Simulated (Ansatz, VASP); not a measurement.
**One calculation of Sn, two programs**

```
CELL_PARAMETERS angstrom
0.00000 3.19692 3.24560
3.29428 0.00000 3.24560
3.29428 3.19692 0.00000
ATOMIC_POSITIONS crystal
Sn 0.50000 0.50000 0.50000
Sn 0.75000 0.75000 0.75000
```

Change from the starting cell: strain +0.0150 x Voigt [1, -1, 0, 0, 0, 0], atoms carried along.

Alike in both runs: task single point; functional PBE; k mesh 12 × 12 × 12; occupations gaussian, width 0.15 eV; no spin polarisation.

|  | VASP | Ansatz |
| --- | --- | --- |
| version | VASP 6.6.1 | Ansatz 0.2.0 |
| potentials or method | VASP PAW PBE potentials, release 64 (Sn_d), cutoff 520 eV | scalar-relativistic, plane waves, PAW |
| valence electrons in the cell | 28 | 28 |

```tsv
	VASP	Ansatz	Ansatz less VASP
gap on the k mesh at the Fermi level (eV)	none	none	-
pressure (GPa)	3.2	3.2	+0.07
traceless stress, the component that is largest in VASP (GPa)	-0.44	-0.44	0.000
```

A gap of «none» marks a metal or a gap that the smearing closes.
